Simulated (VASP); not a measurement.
Zr4Cl:

```xyz
10
Lattice="5.6410 0.0000 0.0000 0.0000 5.6410 0.0000 0.0000 0.0000 5.9045" Properties=species:S:1:pos:R:3 pbc="T T T"
Zr    2.8205    1.7252    4.8283
Zr    2.8205    3.9157    4.8283
Zr    1.0952    0.0000    4.8283
Zr    4.5457    0.0000    4.8283
Zr    0.0000    4.5457    1.0763
Zr    0.0000    1.0952    1.0763
Zr    1.7252    2.8205    1.0763
Zr    3.9157    2.8205    1.0763
Cl    2.8205    0.0000    1.3414
Cl    0.0000    2.8205    4.5632
```

The cell was built from a structure type or drawn by symmetry, and may not be a known phase.

| Quantity | Value |
| --- | --- |
| Program | VASP 6.6.1 |
| Task | relaxation of cell and atoms |
| Functional | PBE |
| Potentials or basis | VASP PAW PBE potentials, release 64 (Zr_sv, Cl) |
| Cutoff | 500 eV |
| k mesh | 3 × 3 × 3 |
| Occupations | gaussian, width 0.2 eV |
| Spin | no spin polarisation |

At the start: pressure 43.4 GPa; volume 18.79 Å³/atom.

Problem. How do energy, volume and symmetry change on relaxing?

Solution. Over 25 steps the energy falls by 2063.8 meV/atom and the volume is 21.82 Å³/atom (+16.1 %); space group P4/nmm (No. 129, to 0.1 Å) before and after.

The path:
```csv
step,energy change (eV),largest force (eV/Å),pressure (GPa),volume (Å³)
1,0.0000,3.8892,43.36,187.88
2,-7.9438,0.9982,-9.65,359.38
3,-11.0303,1.2216,-1.54,274.66
4,-11.0282,1.2184,-2.34,279.03
5,-13.0930,0.4618,-3.15,274.69
6,-13.7872,1.0542,-2.43,270.51
7,-14.7167,2.6295,1.69,258.45
8,-16.2673,1.9445,-0.55,260.12
9,-18.3741,1.4035,-2.88,258.30
10,-16.2177,0.9115,-3.62,230.99
11,-18.4662,1.4804,-2.89,256.42
12,-18.7605,1.6213,-2.86,251.01
13,-18.6843,1.2935,-4.03,242.51
14,-18.8028,1.6730,-2.92,249.95
15,-18.8787,1.5766,-3.39,246.50
16,-18.8590,1.6667,-3.09,248.39
17,-19.7193,1.2711,-1.82,236.85
18,-20.4693,0.3184,4.49,209.35
19,-20.4934,0.4731,3.14,213.38
20,-20.5874,0.1655,-2.08,223.06
21,-20.6132,0.1350,-0.53,219.90
22,-20.6313,0.1238,-0.18,219.02
23,-20.6332,0.1187,-0.02,218.65
24,-20.6347,0.1089,0.03,218.54
25,-20.6379,0.0794,0.18,218.21
```

Final structure:
```yaml
crystal:
  lattice:
    - [8.22669, 0.00000, 0.00000]
    - [0.00000, 8.22669, 0.00000]
    - [0.00000, 0.00000, 3.22419]
  atoms:
    - { symbol: Zr, position: [0.50000, 0.28034, 0.75247] }
    - { symbol: Zr, position: [0.50000, 0.71966, 0.75247] }
    - { symbol: Zr, position: [0.21966, 0.00000, 0.75247] }
    - { symbol: Zr, position: [0.78034, 0.00000, 0.75247] }
    - { symbol: Zr, position: [0.00000, 0.78034, 0.24753] }
    - { symbol: Zr, position: [0.00000, 0.21966, 0.24753] }
    - { symbol: Zr, position: [0.28034, 0.50000, 0.24753] }
    - { symbol: Zr, position: [0.71966, 0.50000, 0.24753] }
    - { symbol: Cl, position: [0.50000, 0.00000, 0.23445] }
    - { symbol: Cl, position: [0.00000, 0.50000, 0.76555] }
```

Caveat: the k points lie up to 0.65 Å⁻¹ apart in the final cell; the volume moved by over 15 % at a fixed basis, so the end points are rough; the relaxation stopped at a loose force limit of 0.08 eV/Å, so its end isn't a converged minimum.
